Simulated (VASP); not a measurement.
# InGa3As4 in VASP: a series of runs

The runs below take InGa3As4 through single point, with PBE.

Everything below comes from runs of VASP 6.6.1. Logs are shortened: lines on timing, memory, paths and dates and some standing lists are left out, and cuts for length are marked.

### Step 1. The cell of the first run

It takes space group I-42m (No. 121, tetragonal). Conventional cell: a = 5.858 Å, b = 5.858 Å, c = 11.695 Å, α = 90.00°, β = 90.00°, γ = 90.00°. In (site symmetry -42m) has 4 As at 2.65 Å within 3.5 Å. Ga (site symmetry -4) has 4 As at 2.51 Å within 3.3 Å. Ga (site symmetry -42m) has 4 As at 2.49 Å within 3.3 Å. Within 3.3 Å of As (site symmetry m) lie 3 Ga at 2.49 to 2.51 Å and 1 In at 2.65 Å.

### Step 2. Single point, PBE

Contents of INCAR:

```
SYSTEM = InGa3As4
ALGO = Normal
EDIFF = 1E-6
ENCUT = 520
GGA = PE
ISIF = 2
ISMEAR = 0
LASPH = .TRUE.
LCHARG = .FALSE.
LREAL = .FALSE.
LWAVE = .FALSE.
NBANDS = 46
NELM = 60
PREC = Accurate
SIGMA = 0.1
```

Contents of KPOINTS:

```
k-points
0
G
  4 4 4
  0 0 0
```

Contents of POSCAR:

```
InGa3As4
1.0
   -2.9291993000      2.9291993000      5.8477107000
    2.9291993000     -2.9291993000      5.8477107000
    2.9291993000      2.9291993000     -5.8477107000
In Ga As
1 3 4
Direct
    0.0000000000      0.0000000000      0.0000000000
    0.7500000000      0.2500000000      0.5000000000
    0.5000000000      0.5000000000      0.0000000000
    0.2500000000      0.7500000000      0.5000000000
    0.3919820000      0.3919820000      0.5244880000
    0.1325060000      0.6080180000      0.0000000000
    0.8674940000      0.8674940000      0.4755120000
    0.6080180000      0.1325060000      0.0000000000
```

Potentials or basis: VASP PAW PBE potentials, release 64 (In_d, Ga_d, As).

On the command line:

```sh
$ cat potpaw_PBE.64/In_d/POTCAR potpaw_PBE.64/Ga_d/POTCAR potpaw_PBE.64/As/POTCAR > POTCAR
$ mpirun -np 1 vasp_std > vasp.out
```

OUTCAR:

```text
SYSTEM = InGa3As4
   EDIFF = 1E-6
   ENCUT = 520
   GGA = PE
   ISIF = 2
   ISMEAR = 0
   LASPH = .TRUE.
   LREAL = .FALSE.
   NELM = 60
   PREC = Accurate

 ion  position               nearest neighbor table
   1  0.000  0.000  0.000-   5 2.65   6 2.65   8 2.65   7 2.65
   2  0.750  0.250  0.500-   5 2.51   6 2.51   7 2.51   8 2.51
   3  0.500  0.500  0.000-   5 2.49   6 2.49   7 2.49   8 2.49
   4  0.250  0.750  0.500-   5 2.51   7 2.51   8 2.51   6 2.51
   5  0.392  0.392  0.524-   3 2.49   2 2.51   4 2.51   1 2.65
   6  0.133  0.608  0.000-   3 2.49   4 2.51   2 2.51   1 2.65
   7  0.867  0.867  0.476-   3 2.49   2 2.51   4 2.51   1 2.65
   8  0.608  0.133  0.000-   3 2.49   2 2.51   4 2.51   1 2.65

  LATTYP: Found a body centered tetragonal cell.
 ALAT       =     5.8583986000
 C/A-ratio  =     1.9963512554

  Lattice vectors:

 A1 = (  -2.9291993000,   2.9291993000,   5.8477107000)
 A2 = (   2.9291993000,  -2.9291993000,   5.8477107000)
 A3 = (   2.9291993000,   2.9291993000,  -5.8477107000)

Analysis of symmetry for initial positions (statically):
=====================================================================
 Subroutine PRICEL returns:
 Original cell was already a primitive cell.

 Routine SETGRP: Setting up the symmetry group for a
 body centered tetragonal supercell.

 Subroutine GETGRP returns: Found  8 space group operations
 (whereof  8 operations were pure point group operations)
 out of a pool of 16 trial point group operations.

The static configuration has the point symmetry D_2d.

Analysis of symmetry for dynamics (positions and initial velocities):
=====================================================================
 Subroutine PRICEL returns:
 Original cell was already a primitive cell.

 Routine SETGRP: Setting up the symmetry group for a
 body centered tetragonal supercell.

 Subroutine GETGRP returns: Found  8 space group operations
 (whereof  8 operations were pure point group operations)
 out of a pool of 16 trial point group operations.

The dynamic configuration has the point symmetry D_2d.

 Subroutine INISYM returns: Found  8 space group operations
 (whereof  8 operations are pure point group operations),
 and found     1 'primitive' translations

----------------------------------------------------------------------------------------

                                     Primitive cell

  volume of cell :     200.6983

  direct lattice vectors                    reciprocal lattice vectors
    -2.929199300  2.929199300  5.847710700     0.000000000  0.170695111  0.085503546
     2.929199300 -2.929199300  5.847710700     0.170695111  0.000000000  0.085503546
     2.929199300  2.929199300 -5.847710700     0.170695111  0.170695111  0.000000000

  length of vectors
     7.166319663  7.166319663  7.166319663     0.190912748  0.190912748  0.241399341

  position of ions in fractional coordinates (direct lattice)
     0.000000000  0.000000000  0.000000000
     0.750000000  0.250000000  0.500000000
     0.500000000  0.500000000  0.000000000
     0.250000000  0.750000000  0.500000000
     0.391982000  0.391982000  0.524488000
     0.132506000  0.608018000  0.000000000
     0.867494000  0.867494000  0.475512000
     0.608018000  0.132506000  0.000000000

  ion indices of the primitive-cell ions
   primitive index   ion index
                 1           1
                 2           2
                 3           3
                 4           4
                 5           5
                 6           6
                 7           7
                 8           8

----------------------------------------------------------------------------------------

 KPOINTS: k-points

Automatic generation of k-mesh.
 Grid dimensions read from file:
 generate k-points for:    4    4    4

 Generating k-lattice:

  Cartesian coordinates                     Fractional coordinates (reciprocal lattice)
     0.000000000  0.042673778  0.021375886     0.250000000  0.000000000 -0.000000000
     0.042673778  0.000000000  0.021375886     0.000000000  0.250000000 -0.000000000
     0.042673778  0.042673778  0.000000000     0.000000000  0.000000000  0.250000000

  Length of vectors
     0.047728187  0.047728187  0.060349835

  Shift w.r.t. Gamma in fractional coordinates (k-lattice)
     0.000000000  0.000000000  0.000000000

 Subroutine IBZKPT returns following result:
 ===========================================

 Found     13 irreducible k-points:

 Following reciprocal coordinates:
            Coordinates               Weight
  0.000000  0.000000  0.000000      1.000000
  0.250000 -0.000000  0.000000      8.000000
  0.500000 -0.000000  0.000000      4.000000
  0.250000  0.250000  0.000000      8.000000
  0.500000  0.250000  0.000000     16.000000
 -0.250000  0.250000  0.000000      4.000000
  0.500000  0.500000  0.000000      2.000000
  0.250000  0.250000  0.250000      2.000000
 -0.250000  0.250000  0.250000      4.000000
  0.500000  0.500000  0.250000      4.000000
 -0.250000  0.500000  0.250000      8.000000
 -0.250000 -0.250000  0.250000      2.000000
  0.500000  0.500000  0.500000      1.000000
   k-points           NKPTS =     13   k-points in BZ     NKDIM =     13   number of bands    NBANDS=     46
   number of dos      NEDOS =    301   number of ions     NIONS =      8
   total plane-waves  NPLWV = 157464
   dimension x,y,z NGX =    54 NGY =   54 NGZ =   54
   dimension x,y,z NGXF=   108 NGYF=  108 NGZF=  108
   ions per type =               1   3   4
   NGX,Y,Z   is equivalent  to a cutoff of  12.53, 12.53, 12.53 a.u.
   NGXF,Y,Z  is equivalent  to a cutoff of  25.05, 25.05, 25.05 a.u.
 SYSTEM =  InGa3As4
   PREC   = accura    normal or accurate (medium, high low for compatibility)
   ISTART =      0    job   : 0-new  1-cont  2-samecut
   ICHARG =      2    charge: 1-file 2-atom 10-const
   ISPIN  =      1    spin polarized calculation?
   LNONCOLLINEAR =      F non collinear calculations
   LSORBIT =      F    spin-orbit coupling
   LASPH  =      T    aspherical Exc in radial PAW
   ENCUT  =  520.0 eV  38.22 Ry    6.18 a.u.  13.32 13.32 13.32*2*pi/ulx,y,z
   NELM   =     60;   NELMIN=  2; NELMDL= -5     # of ELM steps
   EDIFF  = 0.1E-05   stopping-criterion for ELM
   LREAL  =      F    real-space projection
   EDIFFG = 0.1E-04   stopping-criterion for IOM
   NSW    =      0    number of steps for IOM
   IBRION =     -1    ionic relax: 0-MD 1-quasi-New 2-CG
   NFREE  =      0    steps in history (QN), initial steepest desc. (CG)
   ISIF   =      2    stress and relaxation
   ISYM   =      2    0-nonsym 1-usesym 2-fastsym
   POTIM  = 0.5000    time-step for ionic-motion
   TEBEG  =    0.0;   TEEND  =   0.0 temperature during run
   PSTRESS=    0.0 pullay stress
   NELECT =      72.0000    total number of electrons
   NUPDOWN=      -1.0000    fix difference up-down
   EMIN   =  10.00;   EMAX   =-10.00  energy-range for DOS
   EFERMI =   0.00;   METHOD = LEGACY
   ISMEAR =     0;   SIGMA  =   0.10  broadening in eV -4-tet -1-fermi 0-gaus
   EFERMI_NEDOS =   21; number of points for ismear=-14 and -15
   IALGO  =     38    algorithm
   IMIX   =      4    mixing-type and parameters
     AMIX     =   0.40;   BMIX     =  1.00
     AMIX_MAG =   1.60;   BMIX_MAG =  1.00
  volume/ion in A,a.u.               =      25.09       169.30
  Fermi-wavevector in a.u.,A,eV,Ry     =   1.163245  2.198214 18.410564  1.353138
  Thomas-Fermi vector in A             =   2.299797
   LORBIT       =      0    0 simple, 1 ext, 2 COOP (PROOUT), +10 PAW based schemes
   GGA     = PE    functional components
   LHFCALC =     F    Hartree Fock is set to
   AEXX    =    0.0000 exact exchange contribution
   IVDW    =     0    specifies the selected vdW correction
   LEPSILON=     F    determine dielectric tensor
   LRPA    =     F    only Hartree local field effects (RPA)
 non-spin polarized calculation
 Gauss-broadening in eV      SIGMA  =   0.10
  energy-cutoff  :      520.00
  volume of cell :      200.70
 maximum number of plane-waves:      5436
 NGX is ok and might be reduce to    54

 number of electron      72.0000025 magnetization

 Free energy of the ion-electron system (eV)
  ---------------------------------------------------
  ext. energy  EPLUGINS =         0.00000000
  ---------------------------------------------------
  free energy    TOTEN  =       -32.44483844 eV

  energy without entropy =      -32.44233770  energy(sigma->0) =      -32.44358807

 E-fermi :   3.6536     XC(G=0):  -9.2302

 val. band max:        3.6323618460   @ k =   0.0000   0.0000   0.0000
 cond. band min:       4.3285151913   @ k =   0.5000   0.5000   0.0000
 fundamental gap:      0.6961533453
 Fermi energy:         3.6535939429

 k-point     1 :       0.0000    0.0000    0.0000
  band No.  band energies     occupation
      1     -11.1684      2.00000
      2     -11.1576      2.00000
      3     -11.1576      2.00000
      4     -11.0987      2.00000
      5     -11.0987      2.00000
      6     -11.0740      2.00000
[... 38 lines left out ...]
     45       8.2248      0.00000
     46       8.2248      0.00000

 k-point     2 :       0.2500   -0.0000    0.0000
  band No.  band energies     occupation
      1     -11.1625      2.00000
      2     -11.1565      2.00000
      3     -11.1515      2.00000
      4     -11.1088      2.00000
      5     -11.0968      2.00000
      6     -11.0804      2.00000
[... 38 lines left out ...]
     45       8.4180      0.00000
     46       8.6695      0.00000

 k-point     3 :       0.5000   -0.0000    0.0000
  band No.  band energies     occupation
      1     -11.1565      2.00000
      2     -11.1545      2.00000
      3     -11.1356      2.00000
      4     -11.1289      2.00000
      5     -11.0918      2.00000
      6     -11.0913      2.00000
[... 479 lines left out ...]
     45       8.2265      0.00000
     46       8.2265      0.00000

 k-point    13 :       0.5000    0.5000    0.5000
  band No.  band energies     occupation
      1     -11.1652      2.00000
      2     -11.1652      2.00000
      3     -11.1565      2.00000
      4     -11.0954      2.00000
      5     -11.0954      2.00000
      6     -11.0735      2.00000
[... 38 lines left out ...]
     45       9.8540      0.00000
     46       9.8738      0.00000

------------------------ aborting loop because EDIFF is reached ----------------------------------------

  FORCE on cell =-STRESS in cart. coord.  units (eV):
  Direction    XX          YY          ZZ          XY          YZ          ZX
  --------------------------------------------------------------------------------------
  -------------------------------------------------------------------------------------
  Total        0.2743031      0.2743031      0.2901744      0.0000000      0.0000000      0.0000000
  in kB        2.1897657      2.1897657      2.3164660      0.0000000      0.0000000      0.0000000
  external PRESSURE =       2.2319991 kB  Pullay stress =       0.0000000 kB

 VOLUME and BASIS-vectors are now :
 -----------------------------------------------------------------------------
  energy-cutoff  :      520.00
  volume of cell :      200.70
      direct lattice vectors                 reciprocal lattice vectors
    -2.929199300  2.929199300  5.847710700     0.000000000  0.170695111  0.085503546
     2.929199300 -2.929199300  5.847710700     0.170695111  0.000000000  0.085503546
     2.929199300  2.929199300 -5.847710700     0.170695111  0.170695111  0.000000000

 POSITION                                       TOTAL-FORCE (eV/Angst)
 -----------------------------------------------------------------------------------
      0.00000      0.00000      0.00000        -0.000000      0.000000      0.000000
      0.00000      2.92920      2.92386        -0.000000      0.000000     -0.000000
      0.00000      0.00000      5.84771        -0.000000      0.000000      0.000000
      2.92920      0.00000      2.92386        -0.000000      0.000000      0.000000
      1.53633      1.53633      1.51734        -0.001642     -0.001642     -0.003209
      1.39287     -1.39287      4.33037         0.001642     -0.001642      0.003209
      1.39287      1.39287      7.36505         0.001642      0.001642     -0.003209
     -1.39287      1.39287      4.33037        -0.001642      0.001642      0.003209
 -----------------------------------------------------------------------------------
    total drift:                                0.000007      0.000007     -0.000001

  FREE ENERGIE OF THE ION-ELECTRON SYSTEM (eV)
  ---------------------------------------------------
  free  energy   TOTEN  =       -32.4448384423 eV

  energy  without entropy=      -32.4423377032  energy(sigma->0) =      -32.44358807
```

Wall time 3.5 min (1 thread of Intel Xeon Platinum 8259CL at 2.50GHz (Skylake/Cascade Lake), shared host); peak memory 0.45 GiB.

What came out:

| Item | Value |
| --- | --- |
| Free energy | -32.4448 eV |
| Pressure | 0.2 GPa |
| Largest force | 0.004 eV/Å |
| Band gap on the k mesh | zero (filled and empty bands touch) |

Forces in eV/Å, atoms in the order of the input:
```
In   0.000  0.000  0.000
Ga   0.000  0.000  0.000
Ga   0.000  0.000  0.000
Ga   0.000  0.000  0.000
As  -0.002 -0.002 -0.003
As   0.002 -0.002  0.003
As   0.002  0.002 -0.003
As  -0.002  0.002  0.003
```

Levels at points of the mesh, in eV from the Fermi level:
```tsv
k point	band 34	band 35	band 36	band 37	band 38	band 39
(0.00, 0.00, 0.00)	-0.12	-0.06	-0.02	-0.02	1.55	1.72
(0.50, 0.00, 0.00)	-1.83	-1.18	-1.13	2.59	3.01	3.02
(0.50, 0.50, 0.00)	-1.05	-0.88	-0.87	0.67	0.95	2.26
(0.50, 0.50, 0.50)	-1.71	-1.32	-1.32	1.57	1.57	1.64
```

Caveat: the k points lie up to 0.38 Å⁻¹ apart; spin-orbit coupling is left out, which moves the levels of the heavy elements.

### Step 3. Single point, PBE

This run uses another cell than the first one, of the same volume but with other edges.

Contents of INCAR:

```
SYSTEM = InGa3As4
ALGO     = Normal         ! electronic algorithm
EDIFF    = 1E-6           ! SCF threshold, eV
ENCUT    = 520            ! plane-wave cutoff, eV
GGA      = PE             ! functional
ISIF     = 2              ! what is computed and relaxed
ISMEAR   = 0              ! smearing method
LASPH    = .TRUE.         ! aspherical terms in the spheres
LCHARG   = .FALSE.        ! write CHGCAR
LREAL    = .FALSE.        ! projectors in reciprocal space
LWAVE    = .FALSE.        ! write WAVECAR
NBANDS   = 46             ! bands
NELM     = 80             ! most SCF steps
PREC     = Accurate       ! precision mode
SIGMA    = 0.2            ! smearing width, eV
```

KPOINTS is that of step 2.

Contents of POSCAR:

```
InGa3As4
1.0
    5.8583986000      0.0000000000      0.0000000000
    0.0000000000      5.8583986000      0.0000000000
   -2.9291993000     -2.9291993000      5.8477107000
In Ga As
1 3 4
Direct
    0.0000000000      0.0000000000      0.0000000000
    0.2500000000      0.7500000000      0.5000000000
    0.5000000000      0.5000000000      0.0000000000
    0.7500000000      0.2500000000      0.5000000000
    0.3919820000      0.3919820000      0.2594760000
    0.6080180000      0.1325060000      0.7405240000
    0.8674940000      0.8674940000      0.2594760000
    0.1325060000      0.6080180000      0.7405240000
```

Potentials or basis: VASP PAW PBE potentials, release 64 (In_d, Ga_d, As).

On the command line:

```sh
$ cat potpaw_PBE.64/In_d/POTCAR potpaw_PBE.64/Ga_d/POTCAR potpaw_PBE.64/As/POTCAR > POTCAR
$ mpirun -np 1 vasp_std > vasp.out
```

Wall time 2.8 min (1 thread of Intel Xeon Platinum 8259CL at 2.50GHz (Skylake/Cascade Lake), shared host); peak memory 0.4 GiB.

The run converged. Its results:

| Property | Result |
| --- | --- |
| Free energy | -32.4475 eV |
| Pressure | 0.2 GPa |
| Largest force | 0.004 eV/Å |
| Band gap on the k mesh | zero (filled and empty bands touch) |

Forces on the atoms (eV/Å):
```
In   0.000  0.000  0.000
Ga   0.000  0.000  0.000
Ga   0.000  0.000  0.000
Ga   0.000  0.000  0.000
As  -0.002 -0.002 -0.004
As   0.002 -0.002  0.004
As   0.002  0.002 -0.004
As  -0.002  0.002  0.004
```

Levels at points of the mesh, in eV from the Fermi level:
| k point | band 33 | band 34 | band 35 | band 36 | band 37 | band 38 | band 39 | band 40 |
| --- | --- | --- | --- | --- | --- | --- | --- | --- |
| (0.00, 0.00, 0.00) | -2.45 | -0.17 | -0.11 | -0.07 | -0.07 | 1.50 | 1.67 | 3.66 |
| (0.50, 0.00, 0.00) | -2.21 | -1.88 | -1.23 | -1.18 | 2.54 | 2.95 | 2.97 | 3.08 |
| (0.50, 0.50, 0.00) | -1.18 | -1.10 | -0.93 | -0.92 | 0.62 | 0.90 | 2.21 | 2.74 |
| (0.00, 0.00, 0.50) | -1.76 | -1.76 | -1.37 | -1.37 | 1.52 | 1.52 | 1.59 | 1.79 |

Caveat: spin-orbit coupling is left out, which moves the levels of the heavy elements.

(Part 1 of 2 ends here.)
